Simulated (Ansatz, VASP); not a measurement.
## Two plane-wave programs on SnO2

File INCAR:

```
SYSTEM = SnO2
  PREC = Accurate
  ENCUT = 520
  EDIFF = 1E-6
  ISMEAR = 0
  SIGMA = 0.05
  LREAL = .FALSE.
  LASPH = .TRUE.
  NELM = 60
  ALGO = Normal
  ISIF = 2
  LWAVE = .FALSE.
  LCHARG = .FALSE.
  GGA = PS
  NBANDS = 20
```

File KPOINTS:

```
Automatic mesh
0
G
  12 12 12
  0 0 0
```

File POSCAR:

```
SnO2
1.0
    1.7419607091      1.0057214843      4.1370252783
   -1.7419607091      1.0057214843      4.1370252783
    0.0000000000     -2.0114429687      4.1370252783
Sn O
1 2
Direct
    0.5000000000      0.5000000000      0.5000000000
    0.2371700000      0.2371700000      0.2371700000
    0.7628300000      0.7628300000      0.7628300000
```

Input for Ansatz:

```yaml
crystal:
  lattice:
    - [1.7419607091, 1.0057214843, 4.1370252783]
    - [-1.7419607091, 1.0057214843, 4.1370252783]
    - [0.0, -2.0114429687, 4.1370252783]
  atoms:
    - { symbol: Sn, position: [0.5, 0.5, 0.5] }
    - { symbol: O, position: [0.23717, 0.23717, 0.23717] }
    - { symbol: O, position: [0.76283, 0.76283, 0.76283] }
basis:
  ecutwfc: 420
kpoints:
  mp_grid: { grid: [12, 12, 12] }
hamiltonian:
  xc: pbesol
scf:
  occupations: { method: gaussian, width: 0.05 }
output:
  forces: true
  stress: true
  eigenvalues: true
```

Alike in both runs: task single point; functional PBEsol; k mesh 12 × 12 × 12; occupations gaussian, width 0.05 eV; no spin polarisation.

```csv
,VASP,Ansatz
version,VASP 6.6.1,Ansatz 0.2.0
potentials or method,"VASP PAW PBE potentials, release 64 (Sn_d, O), cutoff 520 eV","scalar-relativistic, plane waves, PAW"
valence electrons in the cell,26,26
```

```tsv
	VASP	Ansatz	Ansatz less VASP
gap on the k mesh at the Fermi level (eV)	0.22	0.23	+0.013
least direct gap on the mesh (eV)	0.24	0.26	+0.012
pressure (GPa)	-16.2	-16.6	-0.36
traceless stress, the component that is largest in VASP (GPa)	11.93	12.33	+0.394
rms of the force components (eV/Å)	0.014	0.001	-0.0136
```

VASP's potentials were made for PBE, not for PBEsol. Atom by atom the forces differ by 0.014 eV/Å (rms over components).
